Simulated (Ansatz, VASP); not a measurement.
CaHfS2: VASP beside Ansatz

```
CELL_PARAMETERS angstrom
3.64204 0.00000 0.00000
-1.82102 3.15410 0.00000
0.00000 0.00000 6.78245
ATOMIC_POSITIONS crystal
Ca 0.33333 0.66667 0.50000
Hf 0.66667 0.33333 0.00000
S 0.00000 0.00000 0.23161
S 0.00000 0.00000 0.76839
```

Alike in both runs: functional PBE; k mesh 6 × 6 × 4; occupations gaussian, width 0.1 eV; no spin polarisation.

Ansatz relaxed the structure, and its values are those at the end. VASP's run is a single point on that final structure, the one shown.

|  | VASP | Ansatz |
| --- | --- | --- |
| version | VASP 6.6.1 | Ansatz 0.2.0 |
| potentials or method | VASP PAW PBE potentials, release 64 (Ca_sv, Hf_pv, S), cutoff 520 eV | scalar-relativistic, plane waves, PAW |
| valence electrons in the cell | 32 | 48 |

Ansatz gave:

```
gap on the k mesh at the Fermi level (eV) : none
pressure (GPa)                            : 0.0
rms of the force components (eV/Å)        : 0.005
```

Question: Which values does VASP return?

Answer: gap on the k mesh at the Fermi level (eV): none; pressure (GPa): -0.3; rms of the force components (eV/Å): 0.035.

A gap of «none» marks a metal or a gap that the smearing closes. VASP's potentials hold 32 valence electrons a cell and Ansatz's 48, so a difference there can come from the potentials and not from the codes.

Spin-orbit coupling is off throughout.
